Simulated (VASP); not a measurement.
The system is BeTe.

```
CELL_PARAMETERS angstrom
0.00000 2.77000 2.77000
2.77000 0.00000 2.77000
2.77000 2.77000 0.00000
ATOMIC_POSITIONS crystal
Be 0.00000 0.00000 0.00000
Te 0.75000 0.75000 0.75000
```

Base run:

* Program: VASP 6.6.1
* Functional: PBE
* Dispersion: D3(BJ)
* Potentials or basis: VASP PAW PBE potentials, release 64 (Be, Te)
* Cutoff: 600 eV
* k mesh: 8 × 8 × 8
* Occupations: gaussian, width 0.05 eV
* Spin: no spin polarisation

Its results: band gap on the k mesh 1.85 eV, indirect (least direct gap 3.56 eV); pressure 1.6 GPa.

Question: The run is repeated on the same cell with these changes: functional from PBE to PBEsol; dispersion from D3(BJ) to none. What comes out?

Answer: Band gap on the k mesh 1.73 eV, indirect (least direct gap 3.55 eV); pressure 2.5 GPa.

Several settings changed at once, so the effect can't be laid on one alone.

Caveats: spin-orbit coupling is left out, which moves the levels of the heavy elements; the PAW data sets were made with another functional, which shifts forces and pressure a little (some runs).

A k mesh can miss the band edges.
